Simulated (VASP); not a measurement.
# Cs (Im-3m) in VASP: a series of runs

Runs on Cs. Level: PBE. Tasks: single point.

Everything below comes from runs of VASP 6.6.1. Logs are shortened: lines on timing, memory, paths and dates and some standing lists are left out, and cuts for length are marked.

### Step 1. The cell of the first run

It takes space group Im-3m (No. 229, cubic). The conventional cell has a = 6.033 Å, b = 6.033 Å, c = 6.033 Å, α = 90.00°, β = 90.00°, γ = 90.00°.

### Step 2. Single point, PBE (109.80 Å³/atom)

INCAR

```
SYSTEM = Cs
  PREC = Accurate
  ENCUT = 520
  EDIFF = 1E-6
  ISMEAR = 0
  SIGMA = 0.1
  LREAL = .FALSE.
  LASPH = .TRUE.
  NELM = 100
  ALGO = Fast
  ISIF = 2
  LWAVE = .FALSE.
  LCHARG = .FALSE.
  GGA = PE
  NBANDS = 10
```

KPOINTS

```
Automatic mesh
0
G
  10 10 10
  0 0 0
```

POSCAR

```
Cs
1.0
   -3.0165689741      3.0165689741      3.0165689741
    3.0165689741     -3.0165689741      3.0165689741
    3.0165689741      3.0165689741     -3.0165689741
Cs
1
Direct
    0.0000000000      0.0000000000      0.0000000000
```

Potentials or basis: VASP PAW PBE potentials, release 64 (Cs_sv).

Run with:

```sh
cat potpaw_PBE.64/Cs_sv/POTCAR > POTCAR
mpirun -np 1 vasp_std > vasp.out
```

OUTCAR:

```text
SYSTEM = Cs
   PREC = Accurate
   ENCUT = 520
   EDIFF = 1E-6
   ISMEAR = 0
   LREAL = .FALSE.
   LASPH = .TRUE.
   NELM = 100
   ISIF = 2
   GGA = PE

 ion  position               nearest neighbor table
   1  0.000  0.000  0.000-

  LATTYP: Found a body centered cubic cell.
 ALAT       =     6.0331379482

  Lattice vectors:

 A1 = (  -3.0165689741,   3.0165689741,   3.0165689741)
 A2 = (   3.0165689741,  -3.0165689741,   3.0165689741)
 A3 = (   3.0165689741,   3.0165689741,  -3.0165689741)

Analysis of symmetry for initial positions (statically):
=====================================================================
 Subroutine PRICEL returns:
 Original cell was already a primitive cell.

 Routine SETGRP: Setting up the symmetry group for a
 body centered cubic supercell.

 Subroutine GETGRP returns: Found 48 space group operations
 (whereof 48 operations were pure point group operations)
 out of a pool of 48 trial point group operations.

The static configuration has the point symmetry O_h .

Analysis of symmetry for dynamics (positions and initial velocities):
=====================================================================
 Subroutine PRICEL returns:
 Original cell was already a primitive cell.

 Routine SETGRP: Setting up the symmetry group for a
 body centered cubic supercell.

 Subroutine GETGRP returns: Found 48 space group operations
 (whereof 48 operations were pure point group operations)
 out of a pool of 48 trial point group operations.

The dynamic configuration has the point symmetry O_h .

 Subroutine INISYM returns: Found 48 space group operations
 (whereof 48 operations are pure point group operations),
 and found     1 'primitive' translations

----------------------------------------------------------------------------------------

                                     Primitive cell

  volume of cell :     109.7994

  direct lattice vectors                    reciprocal lattice vectors
    -3.016568974  3.016568974  3.016568974     0.000000000  0.165751224  0.165751224
     3.016568974 -3.016568974  3.016568974     0.165751224  0.000000000  0.165751224
     3.016568974  3.016568974 -3.016568974     0.165751224  0.165751224  0.000000000

  length of vectors
     5.224850728  5.224850728  5.224850728     0.234407629  0.234407629  0.234407629

  position of ions in fractional coordinates (direct lattice)
     0.000000000  0.000000000  0.000000000

  ion indices of the primitive-cell ions
[... 79 lines left out ...]
   NFREE  =      0    steps in history (QN), initial steepest desc. (CG)
   ISIF   =      2    stress and relaxation
   ISYM   =      2    0-nonsym 1-usesym 2-fastsym
   POTIM  = 0.5000    time-step for ionic-motion
   TEBEG  =    0.0;   TEEND  =   0.0 temperature during run
   PSTRESS=    0.0 pullay stress
   NELECT =       9.0000    total number of electrons
   NUPDOWN=      -1.0000    fix difference up-down
   EMIN   =  10.00;   EMAX   =-10.00  energy-range for DOS
   EFERMI =   0.00;   METHOD = LEGACY
   ISMEAR =     0;   SIGMA  =   0.10  broadening in eV -4-tet -1-fermi 0-gaus
   EFERMI_NEDOS =   21; number of points for ismear=-14 and -15
   IALGO  =     68    algorithm
   IMIX   =      4    mixing-type and parameters
     AMIX     =   0.40;   BMIX     =  1.00
     AMIX_MAG =   1.60;   BMIX_MAG =  1.00
  volume/ion in A,a.u.               =     109.80       740.96
  Fermi-wavevector in a.u.,A,eV,Ry     =   0.711141  1.343862  6.880760  0.505722
  Thomas-Fermi vector in A             =   1.798174
   LORBIT       =      0    0 simple, 1 ext, 2 COOP (PROOUT), +10 PAW based schemes
   GGA     = PE    functional components
   LHFCALC =     F    Hartree Fock is set to
   AEXX    =    0.0000 exact exchange contribution
   IVDW    =     0    specifies the selected vdW correction
   LEPSILON=     F    determine dielectric tensor
   LRPA    =     F    only Hartree local field effects (RPA)
 non-spin polarized calculation
 RMM-DIIS sequential band-by-band and
 Gauss-broadening in eV      SIGMA  =   0.10
  energy-cutoff  :      520.00
  volume of cell :      109.80
 maximum number of plane-waves:      2988
   NGX = 19   NGY = 19   NGZ = 19

 number of electron       8.9999998 magnetization

 Free energy of the ion-electron system (eV)
  ---------------------------------------------------
  ext. energy  EPLUGINS =         0.00000000
  ---------------------------------------------------
  free energy    TOTEN  =        -0.84834697 eV

  energy without entropy =       -0.83891377  energy(sigma->0) =       -0.84363037

 E-fermi :   0.5790     XC(G=0):  -5.5246

 val. band max:        0.5500931524   @ k =  -0.3000   0.3000   0.3000
 cond. band min:       0.5885083967   @ k =   0.5000   0.0000   0.0000
 fundamental gap:      0.0384152443
 Fermi energy:         0.5790248702

 k-point     1 :       0.0000    0.0000    0.0000
  band No.  band energies     occupation
      1     -23.2599      2.00000
      2      -9.9954      2.00000
      3      -9.9954      2.00000
      4      -9.9954      2.00000
      5      -1.1529      2.00000
      6       3.0927      0.00000
      7       3.0927      0.00000
      8       3.0927      0.00000
      9       3.9848      0.00000
     10       3.9848      0.00000
[... 287 lines left out ...]
 k-point    24 :      -0.3000    0.3000    0.1000
  band No.  band energies     occupation
      1     -23.2537      2.00000
      2     -10.0998      2.00000
      3     -10.0358      2.00000
      4     -10.0077      2.00000
      5      -0.1201      2.00000
      6       2.0788      0.00000
      7       2.5296      0.00000
      8       3.3614      0.00000
      9       4.0683      0.00000
     10       4.3597      0.00000

 [... further k-points ...]

------------------------ aborting loop because EDIFF is reached ----------------------------------------

  FORCE on cell =-STRESS in cart. coord.  units (eV):
  Direction    XX          YY          ZZ          XY          YZ          ZX
  --------------------------------------------------------------------------------------
  -------------------------------------------------------------------------------------
  Total        0.0859875      0.0859875      0.0859875      0.0000000      0.0000000     -0.0000000
  in kB        1.2547177      1.2547177      1.2547177      0.0000000      0.0000000     -0.0000000
  external PRESSURE =       1.2547177 kB  Pullay stress =       0.0000000 kB

 VOLUME and BASIS-vectors are now :
 -----------------------------------------------------------------------------
  energy-cutoff  :      520.00
  volume of cell :      109.80
      direct lattice vectors                 reciprocal lattice vectors
    -3.016568974  3.016568974  3.016568974     0.000000000  0.165751224  0.165751224
     3.016568974 -3.016568974  3.016568974     0.165751224  0.000000000  0.165751224
     3.016568974  3.016568974 -3.016568974     0.165751224  0.165751224  0.000000000

 POSITION                                       TOTAL-FORCE (eV/Angst)
 -----------------------------------------------------------------------------------
      0.00000      0.00000      0.00000        -0.000000     -0.000000      0.000000
 -----------------------------------------------------------------------------------
    total drift:                                0.000000     -0.000000     -0.000000

  FREE ENERGIE OF THE ION-ELECTRON SYSTEM (eV)
  ---------------------------------------------------
  free  energy   TOTEN  =        -0.8483469688 eV

  energy  without entropy=       -0.8389137737  energy(sigma->0) =       -0.84363037
```

stdout:

```text
POSCAR found type information on POSCAR Cs
 POSCAR found :  1 types and       1 ions
 scaLAPACK will be used
 LDA part: xc-table for (Slater+PW92), standard interpolation
 POSCAR, INCAR and KPOINTS ok, starting setup
 FFT: planning ... GRIDC
 FFT: planning ... GRID_SOFT
 FFT: planning ... GRID
 WAVECAR not read
 entering main loop
```

Wall time 20 s (1 thread of Intel Xeon 6975P-C (Granite Rapids), shared host); peak memory 0.25 GiB.

What came out:

```yaml
Free_energy: -0.8483 eV
Pressure: 0.1 GPa
Band_gap_on_the_k_mesh: zero (an odd number of electrons rules out a gap without spin polarisation)
```

Levels at points of the mesh, in eV from the Fermi level:
```tsv
k point	band 1	band 2	band 3	band 4	band 5	band 6	band 7	band 8	band 9
(0.00, 0.00, 0.00)	-23.84	-10.57	-10.57	-10.57	-1.73	2.51	2.51	2.51	3.41
(0.50, 0.00, 0.00)	-23.83	-10.73	-10.63	-10.57	0.01	0.92	1.63	3.26	3.88
(0.50, 0.50, 0.50)	-23.82	-10.69	-10.69	-10.69	0.60	0.60	3.13	3.13	3.13
```

Caveat: spin-orbit coupling is left out, which moves the levels of the heavy elements.

### Step 3. Single point, PBE

This run uses another cell than the first one, of 111.66 Å³/atom.

INCAR

```
SYSTEM = Cs
PREC = Accurate
ENCUT = 520
EDIFF = 1E-6
ISMEAR = 0
SIGMA = 0.1
LREAL = .FALSE.
LASPH = .TRUE.
NELM = 60
ALGO = Normal
ISIF = 2
LWAVE = .FALSE.
LCHARG = .FALSE.
GGA = PE
NBANDS = 10
```

KPOINTS is that of step 2.

POSCAR

```
Cs
1.0
   -3.0335000000      3.0335000000      3.0335000000
    3.0335000000     -3.0335000000      3.0335000000
    3.0335000000      3.0335000000     -3.0335000000
Cs
1
Direct
    0.0000000000      0.0000000000      0.0000000000
```

Potentials or basis: VASP PAW PBE potentials, release 64 (Cs_sv).

Run with:

```sh
cat potpaw_PBE.64/Cs_sv/POTCAR > POTCAR
mpirun -np 1 vasp_std > vasp.out
```

Wall time 17 s (1 thread of Intel Xeon 6975P-C (Granite Rapids), shared host); peak memory 0.25 GiB.

The run converged. Its results:

| Item | Value |
| --- | --- |
| Free energy | -0.8497 eV |
| Pressure | 0.1 GPa |
| Band gap on the k mesh | zero (an odd number of electrons rules out a gap without spin polarisation) |

Levels at points of the mesh, in eV from the Fermi level:
```tsv
k point	band 1	band 2	band 3	band 4	band 5	band 6	band 7	band 8
(0.00, 0.00, 0.00)	-23.85	-10.59	-10.59	-10.59	-1.71	2.50	2.50	2.50
(0.50, 0.00, 0.00)	-23.84	-10.74	-10.64	-10.59	0.02	0.90	1.63	3.23
(0.50, 0.50, 0.50)	-23.83	-10.69	-10.69	-10.69	0.62	0.62	3.08	3.08
```

Caveat: spin-orbit coupling is left out, which moves the levels of the heavy elements.

### Step 4. Single point, PBE (113.30 Å³/atom)

This run uses another cell than the first one, of 113.30 Å³/atom.

INCAR

```
PREC = Accurate
ENCUT = 520
EDIFF = 1E-6
ISMEAR = 0
SIGMA = 0.1
LREAL = False
LASPH = True
NELM = 100
ALGO = Normal
ISIF = 2
LWAVE = False
LCHARG = False
GGA = PE
NBANDS = 10
```

KPOINTS

```
Automatic mesh
0
Gamma
  10 10 10
```

POSCAR

```
Cs
1.0
   -3.0483246653      3.0483246653      3.0483246653
    3.0483246653     -3.0483246653      3.0483246653
    3.0483246653      3.0483246653     -3.0483246653
Cs
1
Direct
    0.0000000000      0.0000000000      0.0000000000
```

Run with:

```sh
cat potpaw_PBE.64/Cs_sv/POTCAR > POTCAR
mpirun -np 1 vasp_std > vasp.out
```

It took 17 s on 1 thread of Intel Xeon 6975P-C (Granite Rapids), shared host; peak memory 0.25 GiB.

The run converged. Its results:

| Quantity | Value |
| --- | --- |
| Free energy | -0.8506 eV |
| Pressure | 0.1 GPa |
| Band gap on the k mesh | zero (an odd number of electrons rules out a gap without spin polarisation) |

Levels at points of the mesh, in eV from the Fermi level:
```csv
k point,band 2,band 3,band 4,band 5,band 6,band 7
"(0.00, 0.00, 0.00)",-10.60,-10.60,-10.60,-1.70,2.50,2.50
"(0.50, 0.00, 0.00)",-10.74,-10.64,-10.60,0.02,0.88,1.64
"(0.50, 0.50, 0.50)",-10.70,-10.70,-10.70,0.63,0.63,3.04
```

Caveat: spin-orbit coupling is left out, which moves the levels of the heavy elements.

### Step 5. The runs side by side

```csv
cell,gap on the mesh (eV),pressure (GPa)
"a = 5.225 Å, angles 109.5°, 1 atom",none,0.1
"a = 5.254 Å, angles 109.5°, 1 atom",none,0.1
"a = 5.280 Å, angles 109.5°, 1 atom",none,0.1
```

Alike in all rows: task single point; level PBE; potentials or basis VASP PAW PBE potentials, release 64 (Cs_sv); no spin polarisation; k mesh 10 × 10 × 10; cutoff (eV) 520; smearing gaussian 0.1 eV.

Caveats: spin-orbit coupling is left out, which moves the levels of the heavy elements.

Absolute energies hang on the potentials; compare differences alone.
